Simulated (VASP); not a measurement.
# Al2Cu (P4/mmm) in VASP: single point with r2SCAN

Aim: the single point of Al2Cu with r2SCAN.

Program: VASP 6.6.1. These are calculated values, not measurements. Logs are shortened: lines on timing, memory, paths and dates and some standing lists are left out, and cuts for length are marked.

### 1 The cell of the first run

The structure is tetragonal, space group P4/mmm (No. 123). The conventional cell has a = 4.089 Å, b = 4.089 Å, c = 2.852 Å, α = 90.00°, β = 90.00°, γ = 90.00°. Within 3.3 Å of Al (site symmetry mmm) lie 4 Cu at 2.49 Å and 6 Al at 2.85 to 2.89 Å. Cu (site symmetry 4/mmm) has 8 Al at 2.49 Å and 2 Cu at 2.85 Å within 3.3 Å.

### 2 Single point, r2SCAN

Input file POSCAR:

```
Al2Cu
1.0
    4.0890985043      0.0000000000      0.0000000000
    0.0000000000      4.0890985043      0.0000000000
    0.0000000000      0.0000000000      2.8518252504
Al Cu
2 1
Direct
    0.5000000000      0.0000000000      0.5000000000
    0.0000000000      0.5000000000      0.5000000000
    0.0000000000      0.0000000000      0.0000000000
```

Input file INCAR.step1:

```
  ALGO = Normal
  EDIFF = 1E-4
  ENCUT = 520
  GGA = PE
  ISMEAR = 0
  LASPH = True
  LCHARG = False
  LREAL = False
  LWAVE = True
  NBANDS = 16
  NELM = 100
  PREC = Accurate
  SIGMA = 0.1
```

Input file INCAR.step2:

```
  ALGO = Normal
  EDIFF = 1E-7
  ENCUT = 520
  ISIF = 2
  ISMEAR = 0
  ISTART = 1
  LASPH = True
  LCHARG = False
  LMIXTAU = True
  LREAL = False
  LWAVE = False
  METAGGA = R2SCAN
  NBANDS = 16
  NELM = 100
  PREC = Accurate
  SIGMA = 0.1
```

Input file KPOINTS:

```
k-points
0
Gamma
  10 10 14
```

Potentials or basis: VASP PAW PBE potentials, release 64 (Al, Cu).

Started as:

```console
cat potpaw_PBE.64/Al/POTCAR potpaw_PBE.64/Cu/POTCAR > POTCAR
cp INCAR.step1 INCAR
mpirun -np 1 vasp_std > vasp.out
cp INCAR.step2 INCAR
mpirun -np 1 vasp_std > vasp.out
```

OUTCAR:

```text
EDIFF = 1E-7
   ENCUT = 520
   ISIF = 2
   ISMEAR = 0
   ISTART = 1
   LASPH = True
   LREAL = False
   METAGGA = R2SCAN
   NELM = 100
   PREC = Accurate

 ion  position               nearest neighbor table
   1  0.500  0.000  0.500-   3 2.49   3 2.49   3 2.49   3 2.49   2 2.89   2 2.89   2 2.89   2 2.89

   2  0.000  0.500  0.500-   3 2.49   3 2.49   3 2.49   3 2.49   1 2.89   1 2.89   1 2.89   1 2.89

   3  0.000  0.000  0.000-   1 2.49   2 2.49   1 2.49   2 2.49   2 2.49   2 2.49   1 2.49   1 2.49

  LATTYP: Found a simple tetragonal cell.
 ALAT       =     4.0890985043
 C/A-ratio  =     0.6974215093

  Lattice vectors:

 A1 = (   4.0890985043,   0.0000000000,   0.0000000000)
 A2 = (   0.0000000000,   4.0890985043,   0.0000000000)
 A3 = (   0.0000000000,   0.0000000000,   2.8518252504)

Analysis of symmetry for initial positions (statically):
=====================================================================
 Subroutine PRICEL returns:
 Original cell was already a primitive cell.

 Routine SETGRP: Setting up the symmetry group for a
 simple tetragonal supercell.

 Subroutine GETGRP returns: Found 16 space group operations
 (whereof 16 operations were pure point group operations)
 out of a pool of 16 trial point group operations.

The static configuration has the point symmetry D_4h.

Analysis of symmetry for dynamics (positions and initial velocities):
=====================================================================
 Subroutine PRICEL returns:
 Original cell was already a primitive cell.

 Routine SETGRP: Setting up the symmetry group for a
 simple tetragonal supercell.

 Subroutine GETGRP returns: Found 16 space group operations
 (whereof 16 operations were pure point group operations)
 out of a pool of 16 trial point group operations.

The dynamic configuration has the point symmetry D_4h.

 Subroutine INISYM returns: Found 16 space group operations
 (whereof 16 operations are pure point group operations),
 and found     1 'primitive' translations

----------------------------------------------------------------------------------------

                                     Primitive cell

  volume of cell :      47.6846

  direct lattice vectors                    reciprocal lattice vectors
     4.089098504  0.000000000  0.000000000     0.244552680  0.000000000  0.000000000
     0.000000000  4.089098504  0.000000000     0.000000000  0.244552680  0.000000000
     0.000000000  0.000000000  2.851825250     0.000000000  0.000000000  0.350652621

  length of vectors
     4.089098504  4.089098504  2.851825250     0.244552680  0.244552680  0.350652621

  position of ions in fractional coordinates (direct lattice)
     0.500000000  0.000000000  0.500000000
     0.000000000  0.500000000  0.500000000
     0.000000000  0.000000000  0.000000000

  ion indices of the primitive-cell ions
   primitive index   ion index
                 1           1
                 2           2
                 3           3

----------------------------------------------------------------------------------------

 KPOINTS: k-points

Automatic generation of k-mesh.
 Grid dimensions read from file:
 generate k-points for:   10   10   14

 Generating k-lattice:

  Cartesian coordinates                     Fractional coordinates (reciprocal lattice)
     0.024455268  0.000000000  0.000000000     0.100000000  0.000000000  0.000000000
     0.000000000  0.024455268  0.000000000     0.000000000  0.100000000  0.000000000
     0.000000000  0.000000000  0.025046616     0.000000000  0.000000000  0.071428571

  Length of vectors
     0.024455268  0.024455268  0.025046616

  Shift w.r.t. Gamma in fractional coordinates (k-lattice)
     0.000000000  0.000000000  0.000000000

 Subroutine IBZKPT returns following result:
 ===========================================

 Found    168 irreducible k-points:

 Following reciprocal coordinates:
            Coordinates               Weight
  0.000000  0.000000  0.000000      1.000000
  0.100000  0.000000  0.000000      4.000000
  0.200000  0.000000  0.000000      4.000000
  0.300000  0.000000  0.000000      4.000000
  0.400000  0.000000  0.000000      4.000000
  0.500000  0.000000  0.000000      2.000000
[... 16 lines left out ...]
  0.100000  0.000000  0.071429      8.000000
  0.200000  0.000000  0.071429      8.000000
 [... further k-points ...]
   k-points           NKPTS =    168   k-points in BZ     NKDIM =    168   number of bands    NBANDS=     16
   number of dos      NEDOS =    301   number of ions     NIONS =      3
   total plane-waves  NPLWV =  21600
   dimension x,y,z NGX =    30 NGY =   30 NGZ =   24
   dimension x,y,z NGXF=    60 NGYF=   60 NGZF=   48
   ions per type =               2   1
   NGX,Y,Z   is equivalent  to a cutoff of  12.20, 12.20, 13.99 a.u.
   NGXF,Y,Z  is equivalent  to a cutoff of  24.39, 24.39, 27.98 a.u.
 SYSTEM =  unknown system
   PREC   = accura    normal or accurate (medium, high low for compatibility)
   ISTART =      1    job   : 0-new  1-cont  2-samecut
   ICHARG =      0    charge: 1-file 2-atom 10-const
   ISPIN  =      1    spin polarized calculation?
   LNONCOLLINEAR =      F non collinear calculations
   LSORBIT =      F    spin-orbit coupling
   LASPH  =      T    aspherical Exc in radial PAW
   ENCUT  =  520.0 eV  38.22 Ry    6.18 a.u.   7.60  7.60  5.30*2*pi/ulx,y,z
   NELM   =    100;   NELMIN=  2; NELMDL=  0     # of ELM steps
   EDIFF  = 0.1E-06   stopping-criterion for ELM
   LREAL  =      F    real-space projection
   EDIFFG = 0.1E-05   stopping-criterion for IOM
   NSW    =      0    number of steps for IOM
   IBRION =     -1    ionic relax: 0-MD 1-quasi-New 2-CG
   NFREE  =      0    steps in history (QN), initial steepest desc. (CG)
   ISIF   =      2    stress and relaxation
   ISYM   =      2    0-nonsym 1-usesym 2-fastsym
   POTIM  = 0.5000    time-step for ionic-motion
   TEBEG  =    0.0;   TEEND  =   0.0 temperature during run
   PSTRESS=    0.0 pullay stress
   NELECT =      17.0000    total number of electrons
   NUPDOWN=      -1.0000    fix difference up-down
   EMIN   =  10.00;   EMAX   =-10.00  energy-range for DOS
   EFERMI =   0.00;   METHOD = LEGACY
   ISMEAR =     0;   SIGMA  =   0.10  broadening in eV -4-tet -1-fermi 0-gaus
   EFERMI_NEDOS =   21; number of points for ismear=-14 and -15
   IALGO  =     38    algorithm
   IMIX   =      4    mixing-type and parameters
     AMIX     =   0.40;   BMIX     =  1.00
     AMIX_MAG =   1.60;   BMIX_MAG =  1.00
  volume/ion in A,a.u.               =      15.89       107.26
  Fermi-wavevector in a.u.,A,eV,Ry     =   1.160821  2.193633 18.333912  1.347505
  Thomas-Fermi vector in A             =   2.297399
   LORBIT       =      0    0 simple, 1 ext, 2 COOP (PROOUT), +10 PAW based schemes
   METAGGA = R2SCAN    functional components
   LHFCALC =     F    Hartree Fock is set to
   AEXX    =    0.0000 exact exchange contribution
   IVDW    =     0    specifies the selected vdW correction
   LEPSILON=     F    determine dielectric tensor
   LRPA    =     F    only Hartree local field effects (RPA)
 non-spin polarized calculation
 Gauss-broadening in eV      SIGMA  =   0.10
  energy-cutoff  :      520.00
  volume of cell :       47.68
 maximum number of plane-waves:      1312
   NGX = 15   NGY = 15   NGZ = 11

 number of electron      16.9999978 magnetization

 Free energy of the ion-electron system (eV)
  ---------------------------------------------------
  ext. energy  EPLUGINS =         0.00000000
  ---------------------------------------------------
  free energy    TOTEN  =       -24.41709923 eV

  energy without entropy =      -24.41227418  energy(sigma->0) =      -24.41468671

 E-fermi :   7.2970     XC(G=0): -11.2125

 val. band max:        7.2905457023   @ k =   0.2000   0.1000   0.5000
 cond. band min:       7.3112963981   @ k =   0.3000   0.2000   0.2857
 fundamental gap:      0.0207506958
 Fermi energy:         7.2969876034

 k-point     1 :       0.0000    0.0000    0.0000
  band No.  band energies     occupation
      1      -3.9347      2.00000
      2       1.6071      2.00000
      3       2.1168      2.00000
      4       2.7982      2.00000
      5       3.0655      2.00000
      6       3.0655      2.00000
[... 8 lines left out ...]
     15      14.8175      0.00000
     16      21.1392      0.00000

 k-point     2 :       0.1000    0.0000    0.0000
  band No.  band energies     occupation
      1      -3.8447      2.00000
      2       1.5503      2.00000
      3       2.0946      2.00000
      4       2.7693      2.00000
      5       3.0626      2.00000
      6       3.0660      2.00000
[... 8 lines left out ...]
     15      16.0643      0.00000
     16      20.7176      0.00000

 k-point     3 :       0.2000    0.0000    0.0000
  band No.  band energies     occupation
      1      -3.5784      2.00000
      2       1.2390      2.00000
      3       2.0483      2.00000
      4       2.7024      2.00000
      5       3.0550      2.00000
      6       3.0672      2.00000
[... 8 lines left out ...]
     15      17.9609      0.00000
     16      19.7992      0.00000

 k-point     4 :       0.3000    0.0000    0.0000
  band No.  band energies     occupation
      1      -3.1508      2.00000
      2       0.4975      2.00000
      3       2.0357      2.00000
      4       2.6321      2.00000
      5       2.8776      2.00000
      6       3.0457      2.00000
[... 8 lines left out ...]
     15      18.7927      0.00000
     16      20.0163      0.00000

 k-point     5 :       0.4000    0.0000    0.0000
  band No.  band energies     occupation
      1      -2.6173      2.00000
      2      -0.3694      2.00000
      3       2.0483      2.00000
      4       2.5825      2.00000
      5       2.7680      2.00000
      6       3.0382      2.00000
[... 8 lines left out ...]
     15      17.9320      0.00000
     16      19.9347      0.00000

 k-point     6 :       0.5000    0.0000    0.0000
  band No.  band energies     occupation
      1      -2.2701      2.00000
      2      -0.8456      2.00000
      3       2.0557      2.00000
      4       2.5649      2.00000
      5       2.7467      2.00000
      6       3.0353      2.00000
[... 8 lines left out ...]
     15      17.5371      0.00000
     16      19.2794      0.00000

 k-point     7 :       0.1000    0.1000    0.0000
  band No.  band energies     occupation
      1      -3.7547      2.00000
      2       1.5146      2.00000
      3       2.0640      2.00000
      4       2.7331      2.00000
      5       3.0628      2.00000
      6       3.0633      2.00000
[... 8 lines left out ...]
     15      16.9338      0.00000
     16      20.5249      0.00000

 k-point     8 :       0.2000    0.1000    0.0000
  band No.  band energies     occupation
      1      -3.4882      2.00000
      2       1.2622      2.00000
      3       1.9964      2.00000
      4       2.6518      2.00000
      5       3.0555      2.00000
      6       3.0644      2.00000
[... 8 lines left out ...]
     15      18.2063      0.00000
     16      19.8158      0.00000

 k-point     9 :       0.3000    0.1000    0.0000
  band No.  band energies     occupation
      1      -3.0602      2.00000
      2       0.5605      2.00000
      3       1.9874      2.00000
      4       2.5786      2.00000
      5       2.9180      2.00000
      6       3.0463      2.00000
[... 8 lines left out ...]
     15      18.8548      0.00000
     16      19.8553      0.00000
[... 172 lines left out ...]
 k-point    19 :       0.4000    0.4000    0.0000
  band No.  band energies     occupation
      1      -1.2450      2.00000
      2       0.5404      2.00000
      3       0.8582      2.00000
      4       1.9748      2.00000
      5       2.7751      2.00000
      6       2.9672      2.00000
[... 8 lines left out ...]
     15      18.6980      0.00000
     16      19.1531      0.00000

 k-point    20 :       0.5000    0.4000    0.0000
  band No.  band energies     occupation
      1      -0.8363      2.00000
      2       0.1850      2.00000
      3       0.9715      2.00000
      4       1.7727      2.00000
      5       2.7359      2.00000
      6       2.9194      2.00000
[... 8 lines left out ...]
     15      18.4044      0.00000
     16      18.8842      0.00000

 k-point    21 :       0.5000    0.5000    0.0000
  band No.  band energies     occupation
      1      -0.3523      2.00000
      2       0.4220      2.00000
      3       0.4220      2.00000
      4       1.5408      2.00000
      5       2.7167      2.00000
      6       2.8409      2.00000
[... 8 lines left out ...]
     15      18.5730      0.00000
     16      18.5730      0.00000

 k-point    22 :       0.0000    0.0000    0.0714
  band No.  band energies     occupation
      1      -3.8342      2.00000
      2       1.6399      2.00000
      3       2.1541      2.00000
      4       2.8082      2.00000
      5       2.9573      2.00000
      6       2.9573      2.00000
[... 8 lines left out ...]
     15      16.3582      0.00000
     16      20.1584      0.00000

 k-point    23 :       0.1000    0.0000    0.0714
  band No.  band energies     occupation
      1      -3.7443      2.00000
      2       1.5846      2.00000
      3       2.1328      2.00000
      4       2.7779      2.00000
      5       2.9435      2.00000
      6       2.9647      2.00000
[... 8 lines left out ...]
     15      16.7996      0.00000
     16      19.4928      0.00000

 k-point    24 :       0.2000    0.0000    0.0714
  band No.  band energies     occupation
      1      -3.4783      2.00000
      2       1.2846      2.00000
      3       2.0864      2.00000
      4       2.7121      2.00000
      5       2.8932      2.00000
      6       2.9762      2.00000
[... 8 lines left out ...]
     15      18.0238      0.00000
     16      18.4507      0.00000

 [... further k-points ...]
[... 5 lines left out ...]
  --------------------------------------------------------------------------------------
  -------------------------------------------------------------------------------------
  Total       -0.0602606     -0.0602606     -0.0445673      0.0000000     -0.0000000      0.0000000
  in kB       -2.0247250     -2.0247250     -1.4974375      0.0000000     -0.0000000      0.0000000
  external PRESSURE =      -1.8489625 kB  Pullay stress =       0.0000000 kB

 VOLUME and BASIS-vectors are now :
 -----------------------------------------------------------------------------
  energy-cutoff  :      520.00
  volume of cell :       47.68
      direct lattice vectors                 reciprocal lattice vectors
     4.089098504  0.000000000  0.000000000     0.244552680  0.000000000  0.000000000
     0.000000000  4.089098504  0.000000000     0.000000000  0.244552680  0.000000000
     0.000000000  0.000000000  2.851825250     0.000000000  0.000000000  0.350652621

 POSITION                                       TOTAL-FORCE (eV/Angst)
 -----------------------------------------------------------------------------------
      2.04455      0.00000      1.42591         0.000000      0.000000      0.000000
      0.00000      2.04455      1.42591         0.000000      0.000000      0.000000
      0.00000      0.00000      0.00000         0.000000      0.000000      0.000000
 -----------------------------------------------------------------------------------
    total drift:                                0.000000      0.000000      0.000000

  FREE ENERGIE OF THE ION-ELECTRON SYSTEM (eV)
  ---------------------------------------------------
  free  energy   TOTEN  =       -24.4170992341 eV

  energy  without entropy=      -24.4122741794  energy(sigma->0) =      -24.41468671
```

It took 6.5 min on 1 thread of Intel Xeon Platinum 8259CL at 2.50GHz (Skylake/Cascade Lake), shared host; peak memory 0.26 GiB.

Results:

```
Free energy            : -24.4171 eV
Pressure               : -0.2 GPa
Band gap on the k mesh : zero (an odd number of electrons rules out a gap without spin polarisation)
```

Caveat: the PAW data sets were made with another functional, which shifts forces and pressure a little.

The gap in the log of VASP goes by the Fermi energy; the results here count the filled bands.